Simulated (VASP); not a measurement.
# Hf (P6/mmm) in VASP: further runs, part 2 of 2

VASP 6.6.1. The steps go on from the part before.

**4. Single point, PBEsol (20.52 Å³/atom)**

This run uses another cell than the first one, of 20.52 Å³/atom.

INCAR

```
PREC = Accurate ; ENCUT = 520
EDIFF = 1E-7 ; ISMEAR = 0
SIGMA = 0.05 ; LREAL = F
LASPH = T ; NELM = 100
ALGO = Fast ; ISIF = 2
LWAVE = F ; LCHARG = F
GGA = PS ; NBANDS = 22
```

KPOINTS

```
regular mesh
0
Gamma
  10 10 14
```

POSCAR

```
Hf
1.0
    4.8504297846      0.0000000000      0.0000000000
   -2.4252148923      4.2005954127      0.0000000000
    0.0000000000      0.0000000000      3.0217010163
Hf
3
Direct
    0.6666666667      0.3333333333      0.5000000000
    0.3333333333      0.6666666667      0.5000000000
    0.0000000000      0.0000000000      0.0000000000
```

Potentials or basis: VASP PAW PBE potentials, release 64 (Hf_pv).

Started as:

```bash
> cat potpaw_PBE.64/Hf_pv/POTCAR > POTCAR
> mpirun -np 1 vasp_std > vasp.out
```

OUTCAR:

```text
PREC = Accurate
   ENCUT = 520
   EDIFF = 1E-7
   ISMEAR = 0
   LREAL = F
   LASPH = T
   NELM = 100
   ISIF = 2
   GGA = PS

 ion  position               nearest neighbor table
   1  0.667  0.333  0.500-   2 2.80   2 2.80   2 2.80   3 3.18   3 3.18   3 3.18   3 3.18   3 3.18
                             3 3.18
   2  0.333  0.667  0.500-   1 2.80   1 2.80   1 2.80   3 3.18   3 3.18   3 3.18   3 3.18   3 3.18
                             3 3.18
   3  0.000  0.000  0.000-   1 3.18   2 3.18   1 3.18   2 3.18   2 3.18   2 3.18   1 3.18   1 3.18
                             1 3.18   1 3.18   2 3.18   2 3.18

  LATTYP: Found a hexagonal cell.
 ALAT       =     4.8504297846
 C/A-ratio  =     0.6229759321

  Lattice vectors:

 A1 = (   4.8504297846,   0.0000000000,   0.0000000000)
 A2 = (  -2.4252148923,   4.2005954127,   0.0000000000)
 A3 = (   0.0000000000,   0.0000000000,   3.0217010163)

Analysis of symmetry for initial positions (statically):
=====================================================================
 Subroutine PRICEL returns:
 Original cell was already a primitive cell.

 Routine SETGRP: Setting up the symmetry group for a
 hexagonal supercell.

 Subroutine GETGRP returns: Found 24 space group operations
 (whereof 24 operations were pure point group operations)
 out of a pool of 24 trial point group operations.

The static configuration has the point symmetry D_6h.

Analysis of symmetry for dynamics (positions and initial velocities):
=====================================================================
 Subroutine PRICEL returns:
 Original cell was already a primitive cell.

 Routine SETGRP: Setting up the symmetry group for a
 hexagonal supercell.

 Subroutine GETGRP returns: Found 24 space group operations
 (whereof 24 operations were pure point group operations)
 out of a pool of 24 trial point group operations.

The dynamic configuration has the point symmetry D_6h.

[... 110 lines left out ...]
   PSTRESS=    0.0 pullay stress
   NELECT =      30.0000    total number of electrons
   NUPDOWN=      -1.0000    fix difference up-down
   EMIN   =  10.00;   EMAX   =-10.00  energy-range for DOS
   EFERMI =   0.00;   METHOD = LEGACY
   ISMEAR =     0;   SIGMA  =   0.05  broadening in eV -4-tet -1-fermi 0-gaus
   EFERMI_NEDOS =   21; number of points for ismear=-14 and -15
   IALGO  =     68    algorithm
   IMIX   =      4    mixing-type and parameters
     AMIX     =   0.40;   BMIX     =  1.00
     AMIX_MAG =   1.60;   BMIX_MAG =  1.00
  volume/ion in A,a.u.               =      20.52       138.49
  Fermi-wavevector in a.u.,A,eV,Ry     =   1.288253  2.434445 22.580161  1.659595
  Thomas-Fermi vector in A             =   2.420218
   LORBIT       =      0    0 simple, 1 ext, 2 COOP (PROOUT), +10 PAW based schemes
   GGA     = PS    functional components
   LHFCALC =     F    Hartree Fock is set to
   AEXX    =    0.0000 exact exchange contribution
   IVDW    =     0    specifies the selected vdW correction
   LEPSILON=     F    determine dielectric tensor
   LRPA    =     F    only Hartree local field effects (RPA)
 non-spin polarized calculation
 RMM-DIIS sequential band-by-band and
 Gauss-broadening in eV      SIGMA  =   0.05
  energy-cutoff  :      520.00
  volume of cell :       61.57
 maximum number of plane-waves:      1675
   NGX = 19   NGY = 19   NGZ = 11

 number of electron      30.0000004 magnetization

 Free energy of the ion-electron system (eV)
  ---------------------------------------------------
  ext. energy  EPLUGINS =         0.00000000
  ---------------------------------------------------
  free energy    TOTEN  =       -31.37293649 eV

  energy without entropy =      -31.36920424  energy(sigma->0) =      -31.37107036

 E-fermi :   5.1816     XC(G=0): -11.7907

 val. band max:        5.1787572708   @ k =   0.3000   0.2000   0.0714
 cond. band min:       5.1880577477   @ k =   0.4000   0.1000   0.2857
 fundamental gap:      0.0093004769
 Fermi energy:         5.1815717385

 k-point     1 :       0.0000    0.0000    0.0000
  band No.  band energies     occupation
      1     -25.3678      2.00000
      2     -25.3678      2.00000
      3     -25.3540      2.00000
      4     -25.3540      2.00000
      5     -24.8649      2.00000
      6     -24.5781      2.00000
[... 589 lines left out ...]
     21       8.5433      0.00000
     22       9.6164      0.00000

 [... further k-points ...]
[... 5 lines left out ...]
  --------------------------------------------------------------------------------------
  -------------------------------------------------------------------------------------
  Total        1.7748919      1.7748919      1.8621718      0.0000000     -0.0000000      0.0000000
  in kB       46.1891462     46.1891462     48.4604851      0.0000000     -0.0000000      0.0000000
  external PRESSURE =      46.9462592 kB  Pullay stress =       0.0000000 kB

 VOLUME and BASIS-vectors are now :
 -----------------------------------------------------------------------------
  energy-cutoff  :      520.00
  volume of cell :       61.57
      direct lattice vectors                 reciprocal lattice vectors
     4.850429785  0.000000000  0.000000000     0.206167297  0.119030745  0.000000000
    -2.425214892  4.200595413  0.000000000     0.000000000  0.238061489  0.000000000
     0.000000000  0.000000000  3.021701016     0.000000000  0.000000000  0.330939426

 POSITION                                       TOTAL-FORCE (eV/Angst)
 -----------------------------------------------------------------------------------
      2.42521      1.40020      1.51085         0.000000     -0.000000     -0.000000
     -0.00000      2.80040      1.51085        -0.000000      0.000000      0.000000
      0.00000      0.00000      0.00000         0.000000      0.000000     -0.000000
 -----------------------------------------------------------------------------------
    total drift:                                0.000000      0.000000     -0.000000

  FREE ENERGIE OF THE ION-ELECTRON SYSTEM (eV)
  ---------------------------------------------------
  free  energy   TOTEN  =       -31.3729364911 eV

  energy  without entropy=      -31.3692042388  energy(sigma->0) =      -31.37107036
```

OSZICAR:

```text
N       E                     dE             d eps       ncg     rms          rms(c)
DAV:   1     0.959324995545E+02    0.95932E+02   -0.16483E+04  4944   0.131E+03
DAV:   2    -0.271942556102E+02   -0.12313E+03   -0.11653E+03  5726   0.302E+02
DAV:   3    -0.323928759122E+02   -0.51986E+01   -0.49409E+01  6642   0.388E+01
DAV:   4    -0.324754625478E+02   -0.82587E-01   -0.82426E-01  5776   0.494E+00
DAV:   5    -0.324769932508E+02   -0.15307E-02   -0.15304E-02  6434   0.579E-01    0.841E+01
RMM:   6    -0.316627477357E+02    0.81425E+00   -0.65306E-01  4935   0.447E+00    0.507E+01
RMM:   7    -0.313852147448E+02    0.27753E+00   -0.15006E+00  5794   0.680E+00    0.274E+00
RMM:   8    -0.313754007787E+02    0.98140E-02   -0.12577E-01  6121   0.239E+00    0.104E+00
RMM:   9    -0.313726566171E+02    0.27442E-02   -0.20391E-02  6072   0.822E-01    0.397E-01
RMM:  10    -0.313730106931E+02   -0.35408E-03   -0.47077E-03  7241   0.296E-01    0.299E-01
RMM:  11    -0.313729543199E+02    0.56373E-04   -0.73097E-04  5685   0.140E-01    0.372E-01
RMM:  12    -0.313729349255E+02    0.19394E-04   -0.11811E-04  6395   0.505E-02    0.501E-02
RMM:  13    -0.313729393013E+02   -0.43759E-05   -0.18999E-05  7117   0.207E-02    0.606E-02
RMM:  14    -0.313729364020E+02    0.28993E-05   -0.51918E-06  6003   0.112E-02    0.279E-02
RMM:  15    -0.313729364245E+02   -0.22494E-07   -0.21831E-06  6458   0.651E-03    0.142E-02
RMM:  16    -0.313729364911E+02   -0.66636E-07   -0.37172E-07  5085   0.272E-03
   1 F= -.31372936E+02 E0= -.31371070E+02  d E =-.373225E-02
```

Run time: 59 s. Hardware: 1 thread of Intel Xeon 6975P-C (Granite Rapids), shared host; peak memory 0.25 GiB.

What came out:

| Property | Result |
| --- | --- |
| Free energy | -31.3729 eV |
| Pressure | 4.7 GPa |
| Band gap on the k mesh | zero (bands 15 and 16 overlap by 0.98 eV) |

Stress tensor (GPa, compression positive):
```
4.62 0.00 0.00
0.00 4.62 0.00
0.00 0.00 4.85
```

Levels at points of the mesh, in eV from the Fermi level:
| k point | band 12 | band 13 | band 14 | band 15 | band 16 | band 17 | band 18 | band 19 |
| --- | --- | --- | --- | --- | --- | --- | --- | --- |
| (0.00, 0.00, 0.00) | -0.64 | -0.62 | -0.62 | -0.58 | -0.58 | 1.14 | 2.23 | 2.23 |
| (0.50, 0.00, 0.00) | -3.78 | -0.58 | -0.54 | -0.43 | 0.12 | 0.90 | 1.40 | 1.58 |
| (0.00, 0.00, 0.50) | -2.84 | -2.15 | -2.10 | -2.10 | 1.44 | 1.44 | 2.19 | 2.19 |
| (0.50, 0.00, 0.50) | -2.23 | -1.60 | -0.87 | -0.69 | 0.52 | 0.78 | 1.14 | 1.83 |

Caveat: the cell stands under pressure; the PAW data sets were made with another functional, which shifts forces and pressure a little; spin-orbit coupling is left out, which moves the levels of the heavy elements.

**5. Single point, PBEsol (13.68 Å³/atom)**

This run uses another cell than the first one, of 13.68 Å³/atom.

INCAR

```
PREC     = Accurate       # precision mode
ENCUT    = 520            # plane-wave cutoff, eV
EDIFF    = 1E-6           # SCF threshold, eV
ISMEAR   = 0              # smearing method
SIGMA    = 0.05           # smearing width, eV
LREAL    = F              # projectors in reciprocal space
LASPH    = T              # aspherical terms in the spheres
NELM     = 60             # most SCF steps
ALGO     = Fast           # electronic algorithm
ISIF     = 2              # what is computed and relaxed
LWAVE    = F              # write WAVECAR
LCHARG   = F              # write CHGCAR
GGA      = PS             # functional
NBANDS   = 22             # bands
```

KPOINTS

```
regular mesh
0
Gamma
  12 12 16
```

POSCAR

```
Hf
1.0
    4.2523656678      0.0000000000      0.0000000000
   -2.1261828339      3.6826566945      0.0000000000
    0.0000000000      0.0000000000      2.6209544264
Hf
3
Direct
    0.6666666667      0.3333333333      0.5000000000
    0.3333333333      0.6666666667      0.5000000000
    0.0000000000      0.0000000000      0.0000000000
```

Started as:

```bash
> cat potpaw_PBE.64/Hf_pv/POTCAR > POTCAR
> mpirun -np 1 vasp_std > vasp.out
```

Run time: 41 s. Hardware: 1 thread of Intel Xeon 6975P-C (Granite Rapids), shared host; peak memory 0.24 GiB.

The run converged. Its results:

- Free energy: -25.6884 eV
- Pressure: 112.2 GPa
- Band gap on the k mesh: zero (bands 15 and 16 overlap by 1.51 eV)

Stress tensor (GPa, compression positive):
```
112.07   0.00   0.00
  0.00 112.07   0.00
  0.00   0.00 112.44
```

Levels at points of the mesh, in eV from the Fermi level:
| k point | band 13 | band 14 | band 15 | band 16 | band 17 | band 18 |
| --- | --- | --- | --- | --- | --- | --- |
| (0.00, 0.00, 0.00) | -0.06 | -0.06 | 0.16 | 0.16 | 1.24 | 2.84 |
| (0.50, 0.00, 0.00) | -1.55 | -1.34 | -0.79 | -0.29 | 1.31 | 1.84 |
| (0.00, 0.00, 0.50) | -3.41 | -2.34 | -0.79 | 1.88 | 1.88 | 3.71 |
| (0.50, 0.00, 0.50) | -3.10 | -1.32 | -0.31 | -0.10 | 1.64 | 3.40 |

Caveat: the cell stands under pressure; the PAW data sets were made with another functional, which shifts forces and pressure a little; spin-orbit coupling is left out, which moves the levels of the heavy elements.

**6. The runs side by side**

```csv
cell,k mesh,further INCAR settings,gap on the mesh (eV),pressure (GPa)
"a = 4.984, b = 4.984, c = 3.101 Å, angles 90.0, 90.0, 120.0°, 3 atoms",10 × 10 × 12,ALGO = Fast; EDIFF = 1e-06; NBANDS = 22,none,-4.6
"a = 4.781, b = 4.781, c = 2.981 Å, angles 90.0, 90.0, 120.0°, 3 atoms",10 × 10 × 14,ALGO = Fast; EDIFF = 1e-06; NBANDS = 22,none,10.7
"a = 4.850, b = 4.850, c = 3.022 Å, angles 90.0, 90.0, 120.0°, 3 atoms",10 × 10 × 14,ALGO = Fast; EDIFF = 1e-07; NBANDS = 22,none,4.7
"a = 4.252, b = 4.252, c = 2.621 Å, angles 90.0, 90.0, 120.0°, 3 atoms",12 × 12 × 16,ALGO = Fast; EDIFF = 1e-06; NBANDS = 22,none,112.2
```

Alike in all rows: task single point; level PBEsol; potentials or basis VASP PAW PBE potentials, release 64 (Hf_pv); no spin polarisation; cutoff (eV) 520; smearing gaussian 0.05 eV.

Caveats: the PAW data sets were made with another functional, which shifts forces and pressure a little; spin-orbit coupling is left out, which moves the levels of the heavy elements; the cell stands under pressure (at least some runs); the cell stands under tension (at least some runs).

Absolute energies hang on the potentials; compare differences alone.
